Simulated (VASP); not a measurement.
Runs of VASP 6.6.1 on Hf3Be. The structure is that of space group I4/mmm (No. 139), or close to it. The cells are those of the table. 

| task | cell | cutoff (eV) | gap on the mesh (eV) | pressure (GPa) |
| --- | --- | --- | --- | --- |
| single point | a = 5.003 Å, angles 133.1, 133.1, 68.6°, 4 atoms | 520 | none | (a) |
| single point | a = 5.274 Å, angles 133.3, 133.3, 68.1°, 4 atoms | 520 | none | -0.3 |
| relaxation of cell and atoms | relaxed from a = 5.263 Å, angles 133.2, 133.2, 68.4°, 4 atoms | 600 | none | 0.0 |
| single point | a = 5.239 Å, angles 133.3, 133.3, 68.2°, 4 atoms | 520 | none | 1.7 |
| single point | a = 5.120 Å, angles 133.2, 133.2, 68.4°, 4 atoms | 520 | none | 9.6 |
| single point | a = 5.191 Å, angles 133.3, 133.3, 68.2°, 4 atoms | 520 | none | (b) |
| single point | a = 4.905 Å, angles 132.9, 132.9, 68.8°, 4 atoms | 520 | none | 29.6 |
| relaxation of cell and atoms | relaxed to 2 GPa from a = 5.263 Å, angles 133.2, 133.2, 68.4°, 4 atoms | 600 | none | 2.0 |

Alike in all rows: level PBE; potentials or basis VASP PAW PBE potentials, release 64 (Hf_pv, Be); no spin polarisation; k mesh 9 × 9 × 9; smearing fermi-dirac 0.05 eV.

Estimate the missing entries.

(a) 19.6; (b) 4.7.

Caveats: spin-orbit coupling is left out, which moves the levels of the heavy elements; the cell stands under pressure (at least some runs); the cell is relaxed towards a set pressure, so the run minimises the enthalpy, not the energy (at least some runs).

A k mesh can miss the band edges, and the runs leave out spin-orbit coupling on Hf.

A gap of «none» marks levels without a gap at the run's occupations.
